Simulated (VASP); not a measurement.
The system is HfSeS4.

```
CELL_PARAMETERS angstrom
4.18680 0.00000 0.00000
0.00000 4.18680 0.00000
0.00000 0.00000 7.35857
ATOMIC_POSITIONS crystal
Hf 0.00000 0.00000 0.00000
Se 0.50000 0.50000 0.50000
S 0.50000 0.00000 0.00000
S 0.00000 0.50000 0.00000
S 0.00000 0.00000 0.27370
S 0.00000 0.00000 0.72630
```

* Program: VASP 6.6.1
* Task: relaxation of cell and atoms
* Functional: PBE
* Potentials or basis: VASP PAW PBE potentials, release 64 (Hf_pv, Se, S)
* Cutoff: 600 eV
* k mesh: 4 × 4 × 4
* Occupations: gaussian, width 0.1 eV
* Spin: no spin polarisation

At the start: pressure 44.6 GPa; volume 21.50 Å³/atom.

Where does the relaxation end?

Over 32 steps the energy falls by 1500.3 meV/atom and the volume is 27.82 Å³/atom (+29.4 %); space group P4/mmm (No. 123, to 0.05 Å).

The path:
```
step  energy change (eV)  largest force (eV/Å)  pressure (GPa)  volume (Å³)
   1              0.0000               11.2237           44.62       128.99
   2             -4.2986                0.0344           -7.78       275.91
   3             -7.8900                0.3957           -1.16       189.22
   4             -7.9204                0.2959           -0.41       186.17
   5             -7.9342                0.1364            0.71       182.12
   6             -8.2525                0.1155           -1.40       186.79
   7             -8.2586                0.1822           -1.59       187.37
   8             -8.3079                0.6025           -0.12       180.39
   9             -8.3088                0.6716            0.12       179.37
  10             -8.3463                0.5498            0.30       176.74
  11             -8.4304                0.6309            1.11       168.99
  12             -8.6728                1.1303            5.09       154.14
  13             48.2119              284.1288          143.06       126.90
  14             -8.5700                1.2389            5.38       153.66
  15             -5.8804               18.5000           22.21       139.89
  16             -8.5503                1.2377            5.62       153.17
  17             -8.5659                0.9340            7.00       150.13
  18             -8.5652                1.2892            6.32       151.34
  19             -8.5677                1.1511            6.66       150.68
  20             -8.5726                1.0607            6.76       150.53
  21             -8.5812                0.6704            7.11       150.06
  22             -8.5815                0.5313            7.23       149.93
  23             -8.5900                0.5226            7.14       150.08
  24             -8.6149                0.4966            6.90       150.53
  25             -8.6621                0.4434            6.41       151.43
  26             -8.7462                0.3345            5.48       153.25
  27             -8.8756                0.1064            3.78       156.92
  28             -8.9931                0.3898            0.94       164.42
  29             -8.9961                0.4857            0.50       165.80
  30             -8.9960                0.5086            0.40       166.13
  31             -8.9997                0.3095            0.24       166.42
  32             -9.0020                0.0269           -0.05       166.95
```

Final structure:
```xyz
6
Lattice="4.8199 0.0000 0.0000 0.0000 4.8199 0.0000 0.0000 0.0000 7.1863" Properties=species:S:1:pos:R:3 pbc="T T T"
Hf    0.0000    0.0000    0.0000
Se    2.4100    2.4100    3.5932
S     2.4100    0.0000    0.0000
S     0.0000    2.4100    0.0000
S     0.0000    0.0000    2.6302
S     0.0000    0.0000    4.5561
```

Caveat: the k points lie up to 0.33 Å⁻¹ apart in the final cell; the volume moved by over 15 % at a fixed basis, so the end points are rough.
